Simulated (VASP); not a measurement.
Set up this calculation in VASP 6.6.1, as the native input.

- Task: relaxation of cell and atoms
- Functional: PBE
- Potentials or basis: VASP PAW PBE potentials, release 64 (Ti_sv, Al)
- Cutoff: 600 eV
- k mesh: 12 × 12 × 10
- Occupations: fermi-dirac, width 0.15 eV
- Spin: no spin polarisation
- Dipole correction: no
- Further INCAR settings: ALGO = Normal; EDIFF = 1e-06; IBRION = 2; EDIFFG = -0.001; NSW = 80; ISIF = 3

The structure of TiAl lies in POSCAR:

```
TiAl
1.0
    2.8254163476      0.0000000000      0.0000000000
    0.0000000000      2.8254163476      0.0000000000
    0.0000000000      0.0000000000      4.0653867126
Ti Al
1 1
Direct
    0.5000000000      0.5000000000      0.5000000000
    0.0000000000      0.0000000000      0.0000000000
```

These files were run (other wordings do the same):

INCAR

```
SYSTEM = TiAl
PREC = Accurate ; ENCUT = 600
EDIFF = 1E-6 ; ISMEAR = -1
SIGMA = 0.15 ; LREAL = .FALSE.
LASPH = .TRUE. ; NELM = 80
ALGO = Normal ; ISIF = 3
LWAVE = .FALSE. ; LCHARG = .FALSE.
GGA = PE ; IBRION = 2
NSW = 80 ; EDIFFG = -0.001
```

KPOINTS

```
regular mesh
0
G
  12 12 10
  0 0 0
```

Potentials or basis: VASP PAW PBE potentials, release 64 (Ti_sv, Al).

The run is started by

```console
$ cat potpaw_PBE.64/Ti_sv/POTCAR potpaw_PBE.64/Al/POTCAR > POTCAR
$ mpirun -np 1 vasp_std > vasp.out
```

It gave:

| Property | Result |
| --- | --- |
| Relaxed volume | 16.26 Å³/atom |
| Relaxed cell | a = 2.827 Å, b = 2.827 Å, c = 4.071 Å, α = 90.00°, β = 90.00°, γ = 90.00° |
| Space group after relaxing (to 0.1 Å) | P4/mmm (No. 123) |
| Energy gained by relaxing | 0.0 meV/atom |
| Ionic steps | 31 |
| Pressure after relaxing | 0.0 GPa |
| Band gap on the k mesh | zero (an odd number of electrons rules out a gap without spin polarisation) |

Run time: 3 min on 1 thread of Intel(R) Xeon(R) 6975P-C (Granite Rapids), with other jobs on the host, peak memory 0.22 GiB.
